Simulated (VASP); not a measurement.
# SiAg (P4/nmm) in VASP: notebook, part 2 of 2

VASP 6.6.1.

### Step 3. Relaxation of cell and atoms, PBE+D3(BJ)

Input file INCAR:

```
SYSTEM = SiAg
  PREC = Accurate
  ENCUT = 600
  EDIFF = 1E-7
  ISMEAR = 0
  SIGMA = 0.1
  LREAL = .False.
  LASPH = .True.
  NELM = 80
  ALGO = Normal
  ISIF = 3
  LWAVE = .False.
  LCHARG = .False.
  GGA = PE
  IVDW = 12
  IBRION = 2
  NSW = 90
  EDIFFG = -0.04
```

Input file KPOINTS:

```
Automatic mesh
0
Gamma
  4 4 4
  0 0 0
```

Input file POSCAR:

```
SiAg
1.0
    4.2298039000      0.0000000000      0.0000000000
    0.0000000000      4.2298039000      0.0000000000
    0.0000000000      0.0000000000      5.6061514500
Si Ag
2 2
Direct
    0.5000000000      0.0000000000      0.7889682900
    0.0000000000      0.5000000000      0.2110317100
    0.5000000000      0.5000000000      0.0000000000
    0.0000000000      0.0000000000      0.0000000000
```

Potentials or basis: VASP PAW PBE potentials, release 64 (Si, Ag).

Started as:

```
$ cat potpaw_PBE.64/Si/POTCAR potpaw_PBE.64/Ag/POTCAR > POTCAR
$ mpirun -np 1 vasp_std > vasp.out
```

OUTCAR:

```text
SYSTEM = SiAg
   PREC = Accurate
   ENCUT = 600
   EDIFF = 1E-7
   ISMEAR = 0
   LREAL = .False.
   LASPH = .True.
   NELM = 80
   ISIF = 3
   GGA = PE
   IVDW = 12
   IBRION = 2
   NSW = 90
   EDIFFG = -0.04
 IVDW          = 12

 ion  position               nearest neighbor table
   1  0.500  0.000  0.789-   3 2.42   4 2.42   3 2.42   4 2.42
   2  0.000  0.500  0.211-   3 2.42   4 2.42   4 2.42   3 2.42
   3  0.500  0.500  0.000-   1 2.42   2 2.42   1 2.42   2 2.42   4 2.99   4 2.99   4 2.99   4 2.99

   4  0.000  0.000  0.000-   1 2.42   2 2.42   2 2.42   1 2.42   3 2.99   3 2.99   3 2.99   3 2.99

  LATTYP: Found a simple tetragonal cell.
 ALAT       =     4.2298039000
 C/A-ratio  =     1.3253927564

  Lattice vectors:

 A1 = (   4.2298039000,   0.0000000000,   0.0000000000)
 A2 = (   0.0000000000,   4.2298039000,   0.0000000000)
 A3 = (   0.0000000000,   0.0000000000,   5.6061514500)

Analysis of symmetry for initial positions (statically):
=====================================================================
 Subroutine PRICEL returns:
 Original cell was already a primitive cell.

 Routine SETGRP: Setting up the symmetry group for a
 simple tetragonal supercell.

 Subroutine GETGRP returns: Found 16 space group operations
 (whereof  8 operations were pure point group operations)
 out of a pool of 16 trial point group operations.

[... 142 lines left out ...]
   LEPSILON=     F    determine dielectric tensor
   LRPA    =     F    only Hartree local field effects (RPA)
 conjugate gradient relaxation of ions
 non-spin polarized calculation
 Gauss-broadening in eV      SIGMA  =   0.10
  energy-cutoff  :      600.00
  volume of cell :      100.30
 maximum number of plane-waves:      3374
 NGX is ok and might be reduce to    36
   NGX = 17   NGY = 17   NGZ = 23

--------------------------------------- Ionic step        1  -------------------------------------------

 number of electron      30.0000012 magnetization

 Free energy of the ion-electron system (eV)
  ---------------------------------------------------
  ext. energy  EPLUGINS =         0.00000000
  ---------------------------------------------------
  free energy    TOTEN  =       -12.76346922 eV

  energy without entropy =      -12.75216535  energy(sigma->0) =      -12.75781728

------------------------ aborting loop because EDIFF is reached ----------------------------------------

 Edisp (eV)   -1.22860

 E8    (eV) :    -0.5183
[... 1311 lines left out ...]
      6       4.6595      2.00000
[... 11 lines left out ...]
     18      10.7263      0.00000
     19      19.6142      0.00000

[... ionic steps 4 to 39 ...]

--------------------------------------- Ionic step       40  -------------------------------------------

 number of electron      30.0000005 magnetization

------------------------ aborting loop because EDIFF is reached ----------------------------------------
[... 79 lines left out ...]
--------------------------------------- Ionic step       42  -------------------------------------------

 number of electron      30.0000004 magnetization

 Free energy of the ion-electron system (eV)
  ---------------------------------------------------
  ext. energy  EPLUGINS =         0.00000000
  ---------------------------------------------------
  free energy    TOTEN  =       -14.74539661 eV

  energy without entropy =      -14.74441224  energy(sigma->0) =      -14.74490443

 E-fermi :   9.3757     XC(G=0): -11.6715

 val. band max:        9.2117927837   @ k =   0.2500   0.2500   0.2500
 cond. band min:       9.4953579622   @ k =   0.0000   0.0000   0.5000
 fundamental gap:      0.2835651785
 Fermi energy:         9.3756841542
[... 429 lines left out ...]
  FREE ENERGIE OF THE ION-ELECTRON SYSTEM (eV)
  ---------------------------------------------------
  free  energy   TOTEN  =       -16.7291061823 eV

  energy  without entropy=      -16.7281218155  energy(sigma->0) =      -16.72861400

 reached required accuracy - stopping structural energy minimisation
```

OSZICAR:

```text
N       E                     dE             d eps       ncg     rms          rms(c)
DAV:   1     0.162678890443E+03    0.16268E+03   -0.14709E+04   684   0.154E+03
DAV:   2    -0.886193712149E+01   -0.17154E+03   -0.16491E+03   732   0.287E+02
DAV:   3    -0.145868849875E+02   -0.57249E+01   -0.56209E+01   806   0.506E+01
[... 482 lines left out ...]
DAV:   6    -0.147454013495E+02    0.44738E-05   -0.10147E-04   723   0.650E-02    0.176E-02
DAV:   7    -0.147453967272E+02    0.46223E-05   -0.30324E-05   696   0.557E-02    0.701E-03
DAV:   8    -0.147453969514E+02   -0.22419E-06   -0.32947E-06   727   0.181E-02    0.354E-03
DAV:   9    -0.147453966426E+02    0.30887E-06   -0.17834E-07   514   0.256E-03    0.959E-04
DAV:  10    -0.147453966102E+02    0.32322E-07   -0.19429E-08   351   0.105E-03
  42 F= -.16729106E+02 E0= -.16728614E+02  d E =-.230815E-02
```

Run time: 29 min. Hardware: 1 thread of AMD EPYC 7R43 (Zen 3), shared host; peak memory 0.24 GiB.

What came out:

```
Free energy                           : -16.7291 eV
Relaxed volume                        : 16.08 Å³/atom
Relaxed cell                          : a = 4.035 Å, b = 4.035 Å, c = 3.953 Å, α = 90.00°, β = 90.00°, γ = 90.00°
Space group after relaxing (to 0.1 Å) : P4/mmm (No. 123)
Pressure after relaxing               : 0.0 GPa
Largest force after relaxing          : 0.028 eV/Å
Band gap on the k mesh                : zero (bands 15 and 16 overlap by 5.96 eV)
Dispersion energy per atom            : -0.496 eV
```

Forces on the atoms (eV/Å):
```
Si   0.000  0.000  0.028
Si   0.000  0.000 -0.028
Ag   0.000  0.000  0.000
Ag   0.000  0.000  0.000
```

Stress tensor (GPa, compression positive):
```
-0.10  0.00  0.00
 0.00 -0.10  0.00
 0.00  0.00  0.09
```

Final structure:
```cif
data_structure
_symmetry_space_group_name_H-M 'P 1'
_symmetry_Int_Tables_number 1
_cell_length_a 4.0346
_cell_length_b 4.0346
_cell_length_c 3.9526
_cell_angle_alpha 90.000
_cell_angle_beta 90.000
_cell_angle_gamma 90.000
_cell_volume 64.34
loop_
_atom_site_label
_atom_site_type_symbol
_atom_site_fract_x
_atom_site_fract_y
_atom_site_fract_z
_atom_site_occupancy
Si1 Si 0.50000 0.00000 0.49828 1
Si2 Si 0.00000 0.50000 0.50172 1
Ag1 Ag 0.50000 0.50000 0.00000 1
Ag2 Ag 0.00000 0.00000 0.00000 1
```

Caveat: the k points lie up to 0.40 Å⁻¹ apart in the final cell, too coarse for converged energies and pressures of a metal; the volume moved by over 15 % at a fixed basis, so the end points are rough.

The gap in the log of VASP goes by the Fermi energy; the results here count the filled bands.